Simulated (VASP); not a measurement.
H2CF2:

```
F C H
1.0
    -2.63389    0.00000    1.70957
     2.63389    0.00000    1.70957
     0.00000    4.70893    1.70957
F C H
2 1 2
Direct
  0.10695 0.10695 0.27200
  0.37895 0.37895 0.72800
  0.99625 0.99625 0.00000
  0.76067 0.98633 0.00000
  0.98633 0.76067 0.00000
```

Base run:

| Quantity | Value |
| --- | --- |
| Program | VASP 6.6.1 |
| Functional | PBE |
| Potentials or basis | VASP PAW PBE potentials, release 64 (F, C, H) |
| Cutoff | 520 eV |
| k mesh | 7 × 7 × 7 |
| Occupations | fermi-dirac, width 0.1 eV |
| Spin | no spin polarisation |

Its results: band gap on the k mesh 6.85 eV (least direct gap 7.02 eV); pressure 62.2 GPa; largest force 45.706 eV/Å.

Question: The run is repeated on the same cell with these changes: k mesh from 7 × 7 × 7, through Γ to 7 × 7 × 7, shifted; further incar settings from ALGO = Normal; EDIFF = 1e-06; NBANDS = 18 to ALGO = Normal; EDIFF = 1e-07; NBANDS = 18. What comes out?

Answer: Band gap on the k mesh 6.90 eV (least direct gap 7.08 eV); pressure 62.2 GPa; largest force 45.707 eV/Å.

Caveats: atoms lie so close that the PAW spheres overlap strongly, which falsifies energies and pressures; the cell stands under pressure; this functional lacks dispersion, which holds the molecules together, so the pressure and a relaxed volume are unreliable; forces of over 1 eV/Å act on the atoms, so gaps and moduli don't describe the material at rest; an odd mesh through Γ misses points on the zone boundary, where band edges can lie (at least some runs); a shifted mesh leaves out Γ, where band edges can lie (at least some runs).
